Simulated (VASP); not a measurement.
# Te2Mo in VASP: further runs, part 2 of 2

VASP 6.6.1.

**4. Single point, LDA**

The input, INCAR:

```
SYSTEM = Te2Mo
PREC = Accurate
ENCUT = 520
EDIFF = 1E-6
ISMEAR = 0
SIGMA = 0.05
LREAL = .False.
LASPH = .True.
NELM = 100
ALGO = Normal
ISIF = 2
LWAVE = .False.
LCHARG = .False.
NBANDS = 20
```

The input, KPOINTS:

```
regular mesh
0
Gamma
  12 12 2
  0 0 0
```

The input, POSCAR:

```
Te2Mo
1.0
    3.5602328140      0.0000000000      0.0000000000
   -1.7801164070      3.0832520603      0.0000000000
    0.0000000000      0.0000000000     17.5240578200
Te Mo
2 1
Direct
    0.3425054750      0.6850109501      0.8950447971
    0.3425054750      0.6850109501      0.0993338971
    0.0000000000      0.0000000000      0.0000000000
```

Potentials or basis: VASP PAW LDA potentials, release 64 (Te, Mo_sv).

The run is started by

```sh
$ cat potpaw_LDA.64/Te/POTCAR potpaw_LDA.64/Mo_sv/POTCAR > POTCAR
$ mpirun -np 1 vasp_std > vasp.out
```

OUTCAR:

```text
SYSTEM = Te2Mo
   PREC = Accurate
   ENCUT = 520
   EDIFF = 1E-6
   ISMEAR = 0
   LREAL = .False.
   LASPH = .True.
   NELM = 100
   ISIF = 2

 ion  position               nearest neighbor table
   1  0.343  0.685  0.895-   3 2.74   3 2.74   3 2.80   2 3.58
   2  0.343  0.685  0.099-   3 2.67   3 2.67   3 2.74   1 3.58
   3  0.000  0.000  0.000-   2 2.67   2 2.67   2 2.74   1 2.74   1 2.74   1 2.80

  LATTYP: Found a hexagonal cell.
 ALAT       =     3.5602328140
 C/A-ratio  =     4.9221662558

  Lattice vectors:

 A1 = (   3.5602328140,   0.0000000000,   0.0000000000)
 A2 = (  -1.7801164070,   3.0832520603,   0.0000000000)
 A3 = (   0.0000000000,   0.0000000000,  17.5240578200)

Analysis of symmetry for initial positions (statically):
=====================================================================
 Subroutine PRICEL returns:
 Original cell was already a primitive cell.

 Routine SETGRP: Setting up the symmetry group for a
 hexagonal supercell.

 Subroutine GETGRP returns: Found  2 space group operations
 (whereof  2 operations were pure point group operations)
 out of a pool of 24 trial point group operations.

The static configuration has the point symmetry C_1h.

Analysis of symmetry for dynamics (positions and initial velocities):
=====================================================================
 Subroutine PRICEL returns:
 Original cell was already a primitive cell.

 Routine SETGRP: Setting up the symmetry group for a
 hexagonal supercell.

 Subroutine GETGRP returns: Found  2 space group operations
 (whereof  2 operations were pure point group operations)
 out of a pool of 24 trial point group operations.

The dynamic configuration has the point symmetry C_1h.

 Subroutine INISYM returns: Found  2 space group operations
 (whereof  2 operations are pure point group operations),
 and found     1 'primitive' translations

----------------------------------------------------------------------------------------

                                     Primitive cell

  volume of cell :     192.3633

  direct lattice vectors                    reciprocal lattice vectors
     3.560232814  0.000000000  0.000000000     0.280880508  0.162166437  0.000000000
    -1.780116407  3.083252060  0.000000000     0.000000000  0.324332873  0.000000000
     0.000000000  0.000000000 17.524057820     0.000000000  0.000000000  0.057064409

  length of vectors
     3.560232814  3.560232814 17.524057820     0.324332873  0.324332873  0.057064409

  position of ions in fractional coordinates (direct lattice)
     0.342505475  0.685010950  0.895044797
     0.342505475  0.685010950  0.099333897
     0.000000000  0.000000000  0.000000000

  ion indices of the primitive-cell ions
   primitive index   ion index
                 1           1
                 2           2
                 3           3

----------------------------------------------------------------------------------------

 KPOINTS: regular mesh

Automatic generation of k-mesh.
 Grid dimensions read from file:
 generate k-points for:   12   12    2

 Generating k-lattice:

  Cartesian coordinates                     Fractional coordinates (reciprocal lattice)
     0.023406709  0.013513870  0.000000000     0.083333333  0.000000000  0.000000000
     0.000000000  0.027027739  0.000000000     0.000000000  0.083333333  0.000000000
     0.000000000  0.000000000  0.028532204     0.000000000  0.000000000  0.500000000

  Length of vectors
     0.027027739  0.027027739  0.028532204

  Shift w.r.t. Gamma in fractional coordinates (k-lattice)
     0.000000000  0.000000000  0.000000000

 Subroutine IBZKPT returns following result:
 ===========================================

 Found     86 irreducible k-points:

 Following reciprocal coordinates:
            Coordinates               Weight
  0.000000  0.000000  0.000000      1.000000
  0.083333  0.000000  0.000000      4.000000
  0.000000  0.083333  0.000000      2.000000
  0.166667  0.000000  0.000000      4.000000
  0.000000  0.166667  0.000000      2.000000
  0.250000  0.000000  0.000000      4.000000
[... 16 lines left out ...]
 -0.083333  0.416667  0.000000      4.000000
 -0.416667  0.333333  0.000000      4.000000
 [... further k-points ...]
   k-points           NKPTS =     86   k-points in BZ     NKDIM =     86   number of bands    NBANDS=     20
   number of dos      NEDOS =    301   number of ions     NIONS =      3
   total plane-waves  NPLWV = 109760
   dimension x,y,z NGX =    28 NGY =   28 NGZ =  140
   dimension x,y,z NGXF=    56 NGYF=   56 NGZF=  280
   ions per type =               2   1
   NGX,Y,Z   is equivalent  to a cutoff of  13.07, 13.07, 13.28 a.u.
   NGXF,Y,Z  is equivalent  to a cutoff of  26.15, 26.15, 26.56 a.u.
 SYSTEM =  Te2Mo
   PREC   = accura    normal or accurate (medium, high low for compatibility)
   ISTART =      0    job   : 0-new  1-cont  2-samecut
   ICHARG =      2    charge: 1-file 2-atom 10-const
   ISPIN  =      1    spin polarized calculation?
   LNONCOLLINEAR =      F non collinear calculations
   LSORBIT =      F    spin-orbit coupling
   LASPH  =      T    aspherical Exc in radial PAW
   ENCUT  =  520.0 eV  38.22 Ry    6.18 a.u.   6.62  6.62 32.58*2*pi/ulx,y,z
   NELM   =    100;   NELMIN=  2; NELMDL= -5     # of ELM steps
   EDIFF  = 0.1E-05   stopping-criterion for ELM
   LREAL  =      F    real-space projection
   EDIFFG = 0.1E-04   stopping-criterion for IOM
   NSW    =      0    number of steps for IOM
   IBRION =     -1    ionic relax: 0-MD 1-quasi-New 2-CG
   NFREE  =      0    steps in history (QN), initial steepest desc. (CG)
   ISIF   =      2    stress and relaxation
   ISYM   =      2    0-nonsym 1-usesym 2-fastsym
   POTIM  = 0.5000    time-step for ionic-motion
   TEBEG  =    0.0;   TEEND  =   0.0 temperature during run
   PSTRESS=    0.0 pullay stress
   NELECT =      26.0000    total number of electrons
   NUPDOWN=      -1.0000    fix difference up-down
   EMIN   =  10.00;   EMAX   =-10.00  energy-range for DOS
   EFERMI =   0.00;   METHOD = LEGACY
   ISMEAR =     0;   SIGMA  =   0.05  broadening in eV -4-tet -1-fermi 0-gaus
   EFERMI_NEDOS =   21; number of points for ismear=-14 and -15
   IALGO  =     38    algorithm
   IMIX   =      4    mixing-type and parameters
     AMIX     =   0.40;   BMIX     =  1.00
     AMIX_MAG =   1.60;   BMIX_MAG =  1.00
  volume/ion in A,a.u.               =      64.12       432.71
  Fermi-wavevector in a.u.,A,eV,Ry     =   0.840153  1.587660  9.603777  0.705858
  Thomas-Fermi vector in A             =   1.954489
   LORBIT       =      0    0 simple, 1 ext, 2 COOP (PROOUT), +10 PAW based schemes
   GGA     = CA    functional components
   LHFCALC =     F    Hartree Fock is set to
   AEXX    =    0.0000 exact exchange contribution
   IVDW    =     0    specifies the selected vdW correction
   LEPSILON=     F    determine dielectric tensor
   LRPA    =     F    only Hartree local field effects (RPA)
 non-spin polarized calculation
 Gauss-broadening in eV      SIGMA  =   0.05
  energy-cutoff  :      520.00
  volume of cell :      192.36
 maximum number of plane-waves:      5262
   NGX = 13   NGY = 13   NGZ = 65

 number of electron      26.0000001 magnetization

 Free energy of the ion-electron system (eV)
  ---------------------------------------------------
  ext. energy  EPLUGINS =         0.00000000
  ---------------------------------------------------
  free energy    TOTEN  =       -20.36561545 eV

  energy without entropy =      -20.36561545  energy(sigma->0) =      -20.36561545

 E-fermi :   0.1917     XC(G=0):  -4.8315

 val. band max:       -0.1418982647   @ k =   0.3333   0.3333   0.5000
 cond. band min:       0.9035995582   @ k =   0.3333   0.3333   0.0000
 fundamental gap:      1.0454978229
 Fermi energy:         0.1916817920

 k-point     1 :       0.0000    0.0000    0.0000
  band No.  band energies     occupation
      1     -60.4371      2.00000
      2     -34.7752      2.00000
      3     -34.6753      2.00000
      4     -34.6582      2.00000
      5     -12.6745      2.00000
      6     -11.6947      2.00000
[... 12 lines left out ...]
     19       4.7698      0.00000
     20       5.5478      0.00000
[... 507 lines left out ...]
 k-point    24 :      -0.4167    0.3333    0.0000
  band No.  band energies     occupation
      1     -60.4295      2.00000
      2     -34.7733      2.00000
      3     -34.7516      2.00000
      4     -34.6880      2.00000
      5     -11.1108      2.00000
      6     -10.6771      2.00000
[... 12 lines left out ...]
     19       6.1612      0.00000
     20       6.3302      0.00000

 [... further k-points ...]

------------------------ aborting loop because EDIFF is reached ----------------------------------------

  FORCE on cell =-STRESS in cart. coord.  units (eV):
  Direction    XX          YY          ZZ          XY          YZ          ZX
  --------------------------------------------------------------------------------------
  -------------------------------------------------------------------------------------
  Total       -1.9279280     -2.6430193     -1.1778979      0.0000000     -0.1000353      0.0000000
  in kB      -16.0575501    -22.0134858     -9.8106126      0.0000000     -0.8331857      0.0000000
  external PRESSURE =     -15.9605495 kB  Pullay stress =       0.0000000 kB

 VOLUME and BASIS-vectors are now :
 -----------------------------------------------------------------------------
  energy-cutoff  :      520.00
  volume of cell :      192.36
      direct lattice vectors                 reciprocal lattice vectors
     3.560232814  0.000000000  0.000000000     0.280880508  0.162166437  0.000000000
    -1.780116407  3.083252060  0.000000000     0.000000000  0.324332873  0.000000000
     0.000000000  0.000000000 17.524057820     0.000000000  0.000000000  0.057064409

 POSITION                                       TOTAL-FORCE (eV/Angst)
 -----------------------------------------------------------------------------------
     -0.00000      2.11206     15.68482         0.000000     -0.338158      0.826166
     -0.00000      2.11206      1.74073        -0.000000     -0.414792      0.202997
      0.00000      0.00000      0.00000         0.000000      0.752950     -1.029163
 -----------------------------------------------------------------------------------
    total drift:                                0.000000     -0.000049     -0.000037

  FREE ENERGIE OF THE ION-ELECTRON SYSTEM (eV)
  ---------------------------------------------------
  free  energy   TOTEN  =       -20.3656154508 eV

  energy  without entropy=      -20.3656154508  energy(sigma->0) =      -20.36561545
```

OSZICAR:

```text
N       E                     dE             d eps       ncg     rms          rms(c)
DAV:   1     0.136582169702E+03    0.13658E+03   -0.11415E+04  4560   0.104E+03
DAV:   2    -0.123313977611E+02   -0.14891E+03   -0.14480E+03  4508   0.231E+02
DAV:   3    -0.208932942719E+02   -0.85619E+01   -0.84788E+01  4432   0.460E+01
[... 13 lines left out ...]
DAV:  17    -0.203655500276E+02   -0.58634E-04   -0.29623E-06  3392   0.506E-03    0.564E-03
DAV:  18    -0.203655972061E+02   -0.47179E-04   -0.17828E-06  3216   0.421E-03    0.154E-03
DAV:  19    -0.203656086316E+02   -0.11426E-04   -0.27326E-07  3080   0.158E-03    0.143E-03
DAV:  20    -0.203656147871E+02   -0.61554E-05   -0.31098E-07  2808   0.188E-03    0.756E-04
DAV:  21    -0.203656154508E+02   -0.66370E-06   -0.18041E-08  2548   0.463E-04
   1 F= -.20365615E+02 E0= -.20365615E+02  d E =-.182849E-22
```

stdout:

```text
POSCAR found type information on POSCAR TeMo
 POSCAR found :  2 types and       3 ions
 scaLAPACK will be used
 LDA part: xc-table for (Slater(with rela. corr.)+CA(PZ))
 , standard interpolation
 POSCAR, INCAR and KPOINTS ok, starting setup
 FFT: planning ... GRIDC
 FFT: planning ... GRID_SOFT
 FFT: planning ... GRID
 WAVECAR not read
 entering main loop
```

It took 12 min on 1 thread of Intel Xeon Platinum 8259CL at 2.50GHz (Skylake/Cascade Lake), shared host; peak memory 0.47 GiB.

Results:

```
Free energy            : -20.3656 eV
Largest force          : 1.275 eV/Å
Band gap on the k mesh : 1.05 eV
```

Forces in eV/Å, atoms in the order of the input:
```
Te   0.000 -0.338  0.826
Te   0.000 -0.415  0.203
Mo   0.000  0.753 -1.029
```

Levels at points of the mesh, in eV from the valence-band top:
| k point | band 11 | band 12 | band 13 | band 14 | band 15 | band 16 |
| --- | --- | --- | --- | --- | --- | --- |
| (0.00, 0.00, 0.00) | -1.03 | -0.72 | -0.33 | 2.86 | 3.14 | 3.40 |
| (0.50, 0.00, 0.00) | -1.55 | -0.74 | -0.26 | 1.37 | 1.73 | 3.30 |
| (0.00, 0.50, 0.00) | -1.42 | -0.60 | -0.34 | 1.43 | 1.75 | 3.14 |
| (0.00, 0.00, 0.50) | -1.03 | -0.72 | -0.33 | 2.86 | 3.14 | 3.40 |
| (0.50, 0.00, 0.50) | -1.55 | -0.74 | -0.26 | 1.37 | 1.73 | 3.30 |
| (0.00, 0.50, 0.50) | -1.42 | -0.60 | -0.34 | 1.43 | 1.75 | 3.14 |

Caveat: the cell differs from its parent crystal (all Te atoms moved -0.075 Å, as atom 1 towards its neighbour atom 3 (Mo) at 2.726 Å); spin-orbit coupling is left out, which moves the levels of the heavy elements.

**5. The runs side by side**

| cell | gap on the mesh (eV) | largest force (eV/Å) |
| --- | --- | --- |
| as given, atomic positions A | 1.04 | 0.55 |
| as given, atomic positions B | 1.05 | 1.73 |
| as given, atomic positions C | 1.05 | 1.28 |

Alike in all rows: task single point; level LDA; potentials or basis VASP PAW LDA potentials, release 64 (Te, Mo_sv); no spin polarisation; k mesh 12 × 12 × 2; cutoff (eV) 520; smearing gaussian 0.05 eV.

Caveats: spin-orbit coupling is left out, which moves the levels of the heavy elements.

Absolute energies hang on the potentials; compare differences alone.
